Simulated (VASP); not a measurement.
Runs of VASP 6.6.1 on Al. The structure is that of space group P6_3/mmc (No. 194), or close to it. The cells are those of the table. 

| cell | gap on the mesh (eV) | pressure (GPa) |
| --- | --- | --- |
| a = 2.812, b = 2.812, c = 4.867 Å, angles 90.0, 90.0, 120.0°, 2 atoms | none | -3.4 |
| a = 2.837, b = 2.837, c = 4.910 Å, angles 90.0, 90.0, 120.0°, 2 atoms | none | -5.3 |
| a = 2.762, b = 2.762, c = 4.779 Å, angles 90.0, 90.0, 120.0°, 2 atoms | none | (b) |
| a = 2.886, b = 2.886, c = 4.993 Å, angles 90.0, 90.0, 120.0°, 2 atoms | none | -8.1 |
| a = 2.862, b = 2.862, c = 4.952 Å, angles 90.0, 90.0, 120.0°, 2 atoms | none | (a) |
| a = 2.787, b = 2.787, c = 4.823 Å, angles 90.0, 90.0, 120.0°, 2 atoms | none | -1.3 |
| a = 2.735, b = 2.735, c = 4.733 Å, angles 90.0, 90.0, 120.0°, 2 atoms | none | 4.1 |

Alike in all rows: task single point; level r2SCAN; potentials or basis VASP PAW PBE potentials, release 64 (Al); no spin polarisation; k mesh 12 × 12 × 6; cutoff (eV) 520; smearing fermi-dirac 0.1 eV.

Task: Fill in the values left out.

Result: (a) -6.8; (b) 1.2.

Caveats: the PAW data sets were made with another functional, which shifts forces and pressure a little.

A gap of «none» marks levels without a gap at the run's occupations.
